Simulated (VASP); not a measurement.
# CdS (pbe) (F-43m) in VASP: single point with PBE

Aim: the single point of CdS (pbe) with PBE.

All numbers are computed with VASP 6.6.1; they aren't measurements. Logs are shortened: lines on timing, memory, paths and dates and some standing lists are left out, and cuts for length are marked.

## (1) The cell of the first run

The structure is cubic, space group F-43m (No. 216). The conventional cell has a = 5.927 Å, b = 5.927 Å, c = 5.927 Å, α = 90.00°, β = 90.00°, γ = 90.00°. Within 3.4 Å of Cd (site symmetry -43m) lie 4 S at 2.57 Å. S (site symmetry -43m) has 4 Cd at 2.57 Å within 3.4 Å.

## (2) Single point, PBE

File INCAR:

```
  PREC = Accurate
  ENCUT = 500
  EDIFF = 1E-6
  ISMEAR = 0
  SIGMA = 0.02
  LREAL = F
  LASPH = T
  NELM = 120
  ALGO = Normal
  ISIF = 2
  LWAVE = F
  LCHARG = F
  GGA = PE
  NBANDS = 16
  GGA_COMPAT = F
```

File KPOINTS:

```
regular mesh
0
Gamma
  8 8 8
```

File POSCAR:

```
CdS
1.0
    0.0000000000      2.9636036652      2.9636036652
    2.9636036652      0.0000000000      2.9636036652
    2.9636036652      2.9636036652      0.0000000000
Cd S
1 1
Direct
    0.0000000000      0.0000000000      0.0000000000
    0.7500000000      0.7500000000      0.7500000000
```

Potentials or basis: VASP PAW PBE potentials, release 64 (Cd, S).

Started as:

```console
$ cat potpaw_PBE.64/Cd/POTCAR potpaw_PBE.64/S/POTCAR > POTCAR
$ mpirun -np 1 vasp_std > vasp.out
```

OUTCAR:

```text
PREC = Accurate
   ENCUT = 500
   EDIFF = 1E-6
   ISMEAR = 0
   LREAL = F
   LASPH = T
   NELM = 120
   ISIF = 2
   GGA = PE

 ion  position               nearest neighbor table
   1  0.000  0.000  0.000-   2 2.57   2 2.57   2 2.57   2 2.57
   2  0.750  0.750  0.750-   1 2.57   1 2.57   1 2.57   1 2.57

  LATTYP: Found a face centered cubic cell.
 ALAT       =     5.9272073304

  Lattice vectors:

 A1 = (   0.0000000000,   2.9636036652,   2.9636036652)
 A2 = (   2.9636036652,   0.0000000000,   2.9636036652)
 A3 = (   2.9636036652,   2.9636036652,   0.0000000000)

Analysis of symmetry for initial positions (statically):
=====================================================================
 Subroutine PRICEL returns:
 Original cell was already a primitive cell.

 Routine SETGRP: Setting up the symmetry group for a
 face centered cubic supercell.

 Subroutine GETGRP returns: Found 24 space group operations
 (whereof 24 operations were pure point group operations)
 out of a pool of 48 trial point group operations.

The static configuration has the point symmetry T_d .

Analysis of symmetry for dynamics (positions and initial velocities):
=====================================================================
 Subroutine PRICEL returns:
 Original cell was already a primitive cell.

 Routine SETGRP: Setting up the symmetry group for a
 face centered cubic supercell.

 Subroutine GETGRP returns: Found 24 space group operations
 (whereof 24 operations were pure point group operations)
 out of a pool of 48 trial point group operations.

The dynamic configuration has the point symmetry T_d .

 Subroutine INISYM returns: Found 24 space group operations
 (whereof 24 operations are pure point group operations),
 and found     1 'primitive' translations

----------------------------------------------------------------------------------------

                                     Primitive cell

  volume of cell :      52.0583

  direct lattice vectors                    reciprocal lattice vectors
     0.000000000  2.963603665  2.963603665    -0.168713518  0.168713518  0.168713518
     2.963603665  0.000000000  2.963603665     0.168713518 -0.168713518  0.168713518
     2.963603665  2.963603665  0.000000000     0.168713518  0.168713518 -0.168713518

  length of vectors
     4.191168497  4.191168497  4.191168497     0.292220385  0.292220385  0.292220385

  position of ions in fractional coordinates (direct lattice)
     0.000000000  0.000000000  0.000000000
     0.750000000  0.750000000  0.750000000

  ion indices of the primitive-cell ions
   primitive index   ion index
                 1           1
                 2           2

----------------------------------------------------------------------------------------

 KPOINTS: regular mesh

Automatic generation of k-mesh.
 Grid dimensions read from file:
 generate k-points for:    8    8    8

 Generating k-lattice:

  Cartesian coordinates                     Fractional coordinates (reciprocal lattice)
    -0.021089190  0.021089190  0.021089190     0.125000000  0.000000000  0.000000000
     0.021089190 -0.021089190  0.021089190     0.000000000  0.125000000  0.000000000
     0.021089190  0.021089190 -0.021089190     0.000000000  0.000000000  0.125000000

  Length of vectors
     0.036527548  0.036527548  0.036527548

  Shift w.r.t. Gamma in fractional coordinates (k-lattice)
     0.000000000  0.000000000  0.000000000

 Subroutine IBZKPT returns following result:
 ===========================================

 Found     29 irreducible k-points:

 Following reciprocal coordinates:
            Coordinates               Weight
  0.000000  0.000000  0.000000      1.000000
  0.125000  0.000000  0.000000      8.000000
  0.250000  0.000000  0.000000      8.000000
  0.375000  0.000000  0.000000      8.000000
  0.500000  0.000000  0.000000      4.000000
  0.125000  0.125000  0.000000      6.000000
[... 16 lines left out ...]
  0.500000  0.250000  0.125000     48.000000
 -0.375000  0.250000  0.125000     24.000000
 [... further k-points ...]
   k-points           NKPTS =     29   k-points in BZ     NKDIM =     29   number of bands    NBANDS=     16
   number of dos      NEDOS =    301   number of ions     NIONS =      2
   total plane-waves  NPLWV =  32768
   dimension x,y,z NGX =    32 NGY =   32 NGZ =   32
   dimension x,y,z NGXF=    64 NGYF=   64 NGZF=   64
   ions per type =               1   1
   NGX,Y,Z   is equivalent  to a cutoff of  12.69, 12.69, 12.69 a.u.
   NGXF,Y,Z  is equivalent  to a cutoff of  25.39, 25.39, 25.39 a.u.
 SYSTEM =  unknown system
   PREC   = accura    normal or accurate (medium, high low for compatibility)
   ISTART =      0    job   : 0-new  1-cont  2-samecut
   ICHARG =      2    charge: 1-file 2-atom 10-const
   ISPIN  =      1    spin polarized calculation?
   LNONCOLLINEAR =      F non collinear calculations
   LSORBIT =      F    spin-orbit coupling
   LASPH  =      T    aspherical Exc in radial PAW
   ENCUT  =  500.0 eV  36.75 Ry    6.06 a.u.   7.64  7.64  7.64*2*pi/ulx,y,z
   NELM   =    120;   NELMIN=  2; NELMDL= -5     # of ELM steps
   EDIFF  = 0.1E-05   stopping-criterion for ELM
   LREAL  =      F    real-space projection
   EDIFFG = 0.1E-04   stopping-criterion for IOM
   NSW    =      0    number of steps for IOM
   IBRION =     -1    ionic relax: 0-MD 1-quasi-New 2-CG
   NFREE  =      0    steps in history (QN), initial steepest desc. (CG)
   ISIF   =      2    stress and relaxation
   ISYM   =      2    0-nonsym 1-usesym 2-fastsym
   POTIM  = 0.5000    time-step for ionic-motion
   TEBEG  =    0.0;   TEEND  =   0.0 temperature during run
   PSTRESS=    0.0 pullay stress
   NELECT =      18.0000    total number of electrons
   NUPDOWN=      -1.0000    fix difference up-down
   EMIN   =  10.00;   EMAX   =-10.00  energy-range for DOS
   EFERMI =   0.00;   METHOD = LEGACY
   ISMEAR =     0;   SIGMA  =   0.02  broadening in eV -4-tet -1-fermi 0-gaus
   EFERMI_NEDOS =   21; number of points for ismear=-14 and -15
   IALGO  =     38    algorithm
   IMIX   =      4    mixing-type and parameters
     AMIX     =   0.40;   BMIX     =  1.00
     AMIX_MAG =   1.60;   BMIX_MAG =  1.00
  volume/ion in A,a.u.               =      26.03       175.65
  Fermi-wavevector in a.u.,A,eV,Ry     =   1.149041  2.171373 17.963709  1.320295
  Thomas-Fermi vector in A             =   2.285713
   LORBIT       =      0    0 simple, 1 ext, 2 COOP (PROOUT), +10 PAW based schemes
   GGA     = PE    functional components
   LHFCALC =     F    Hartree Fock is set to
   AEXX    =    0.0000 exact exchange contribution
   IVDW    =     0    specifies the selected vdW correction
   LEPSILON=     F    determine dielectric tensor
   LRPA    =     F    only Hartree local field effects (RPA)
 non-spin polarized calculation
 Gauss-broadening in eV      SIGMA  =   0.02
  energy-cutoff  :      500.00
  volume of cell :       52.06
 maximum number of plane-waves:      1363
   NGX = 15   NGY = 15   NGZ = 15

 number of electron      18.0000001 magnetization

 Free energy of the ion-electron system (eV)
  ---------------------------------------------------
  ext. energy  EPLUGINS =         0.00000000
  ---------------------------------------------------
  free energy    TOTEN  =        -6.14713861 eV

  energy without entropy =       -6.14713861  energy(sigma->0) =       -6.14713861

 E-fermi :   1.0589     XC(G=0):  -8.9265

 val. band max:        0.9150373787   @ k =   0.0000   0.0000   0.0000
 cond. band min:       1.9578428452   @ k =   0.0000   0.0000   0.0000
 fundamental gap:      1.0428054665
 Fermi energy:         1.0588542400

 k-point     1 :       0.0000    0.0000    0.0000
  band No.  band energies     occupation
      1     -11.1717      2.00000
      2      -6.6523      2.00000
      3      -6.6523      2.00000
      4      -6.6523      2.00000
      5      -6.2354      2.00000
      6      -6.2354      2.00000
[... 8 lines left out ...]
     15      12.3201      0.00000
     16      12.3201      0.00000

 k-point     2 :       0.1250    0.0000    0.0000
  band No.  band energies     occupation
      1     -11.1159      2.00000
      2      -6.6325      2.00000
      3      -6.6325      2.00000
      4      -6.6006      2.00000
      5      -6.2362      2.00000
      6      -6.2362      2.00000
[... 8 lines left out ...]
     15      11.7418      0.00000
     16      12.7094      0.00000

 k-point     3 :       0.2500    0.0000    0.0000
  band No.  band energies     occupation
      1     -10.9807      2.00000
      2      -6.5897      2.00000
      3      -6.5897      2.00000
      4      -6.4213      2.00000
      5      -6.2314      2.00000
      6      -6.2314      2.00000
[... 8 lines left out ...]
     15      11.5093      0.00000
     16      12.1269      0.00000

 k-point     4 :       0.3750    0.0000    0.0000
  band No.  band energies     occupation
      1     -10.8456      2.00000
      2      -6.5566      2.00000
      3      -6.5566      2.00000
      4      -6.2141      2.00000
      5      -6.2141      2.00000
      6      -6.1084      2.00000
[... 8 lines left out ...]
     15      12.3272      0.00000
     16      12.3272      0.00000

 k-point     5 :       0.5000    0.0000    0.0000
  band No.  band energies     occupation
      1     -10.7901      2.00000
      2      -6.5465      2.00000
      3      -6.5465      2.00000
      4      -6.2026      2.00000
      5      -6.2026      2.00000
      6      -5.8962      2.00000
[... 8 lines left out ...]
     15      13.3537      0.00000
     16      13.3537      0.00000

 k-point     6 :       0.1250    0.1250    0.0000
  band No.  band energies     occupation
      1     -11.0974      2.00000
      2      -6.6134      2.00000
      3      -6.6134      2.00000
      4      -6.6086      2.00000
      5      -6.2490      2.00000
      6      -6.2244      2.00000
[... 8 lines left out ...]
     15      12.4264      0.00000
     16      13.2729      0.00000
[... 267 lines left out ...]
 k-point    21 :       0.5000    0.5000    0.0000
  band No.  band energies     occupation
      1     -10.6721      2.00000
      2      -6.4537      2.00000
      3      -6.3485      2.00000
      4      -6.3485      2.00000
      5      -6.1601      2.00000
      6      -5.8353      2.00000
[... 8 lines left out ...]
     15      13.2608      0.00000
     16      14.2885      0.00000

 k-point    22 :       0.3750    0.2500    0.1250
  band No.  band energies     occupation
      1     -10.8814      2.00000
      2      -6.5427      2.00000
      3      -6.5205      2.00000
      4      -6.3649      2.00000
      5      -6.2253      2.00000
      6      -6.1790      2.00000
[... 8 lines left out ...]
     15      12.8194      0.00000
     16      14.6103      0.00000

 k-point    23 :       0.5000    0.2500    0.1250
  band No.  band energies     occupation
      1     -10.7752      2.00000
      2      -6.5116      2.00000
      3      -6.4893      2.00000
      4      -6.2882      2.00000
      5      -6.2056      2.00000
      6      -5.9644      2.00000
[... 8 lines left out ...]
     15      13.5253      0.00000
     16      13.8864      0.00000

 k-point    24 :      -0.3750    0.2500    0.1250
  band No.  band energies     occupation
      1     -10.7318      2.00000
      2      -6.5072      2.00000
      3      -6.4748      2.00000
      4      -6.2558      2.00000
      5      -6.2116      2.00000
      6      -5.7959      2.00000
[... 8 lines left out ...]
     15      13.0843      0.00000
     16      13.9271      0.00000

 [... further k-points ...]
[... 5 lines left out ...]
  --------------------------------------------------------------------------------------
  -------------------------------------------------------------------------------------
  Total        0.0870198      0.0870198      0.0870198      0.0000000     -0.0000000     -0.0000000
  in kB        2.6781711      2.6781711      2.6781711      0.0000000     -0.0000000     -0.0000000
  external PRESSURE =       2.6781711 kB  Pullay stress =       0.0000000 kB

 VOLUME and BASIS-vectors are now :
 -----------------------------------------------------------------------------
  energy-cutoff  :      500.00
  volume of cell :       52.06
      direct lattice vectors                 reciprocal lattice vectors
     0.000000000  2.963603665  2.963603665    -0.168713518  0.168713518  0.168713518
     2.963603665  0.000000000  2.963603665     0.168713518 -0.168713518  0.168713518
     2.963603665  2.963603665  0.000000000     0.168713518  0.168713518 -0.168713518

 POSITION                                       TOTAL-FORCE (eV/Angst)
 -----------------------------------------------------------------------------------
      0.00000      0.00000      0.00000        -0.000000     -0.000000     -0.000000
      4.44541      4.44541      4.44541         0.000000      0.000000      0.000000
 -----------------------------------------------------------------------------------
    total drift:                                0.000000      0.000000     -0.000000

  FREE ENERGIE OF THE ION-ELECTRON SYSTEM (eV)
  ---------------------------------------------------
  free  energy   TOTEN  =        -6.1471386129 eV

  energy  without entropy=       -6.1471386129  energy(sigma->0) =       -6.14713861
```

Run time: 11 s. Hardware: 1 thread of Intel Xeon Platinum 8559C (Emerald Rapids), shared host; peak memory 0.18 GiB.

What came out:

| Quantity | Value |
| --- | --- |
| Free energy | -6.1471 eV |
| Pressure | 0.3 GPa |
| Band gap on the k mesh | 1.04 eV, direct |

Levels at points of the mesh, in eV from the valence-band top:
```
           k point  band 6  band 7  band 8  band 9  band 10  band 11  band 12  band 13
(0.00, 0.00, 0.00)   -7.15    0.00    0.00    0.00     1.04     6.55     6.55     6.55
(0.50, 0.00, 0.00)   -6.81   -4.12   -0.68   -0.68     2.94     7.01     7.01     7.33
(0.50, 0.50, 0.00)   -6.75   -3.75   -1.72   -1.72     3.63     4.28     9.04    10.49
```
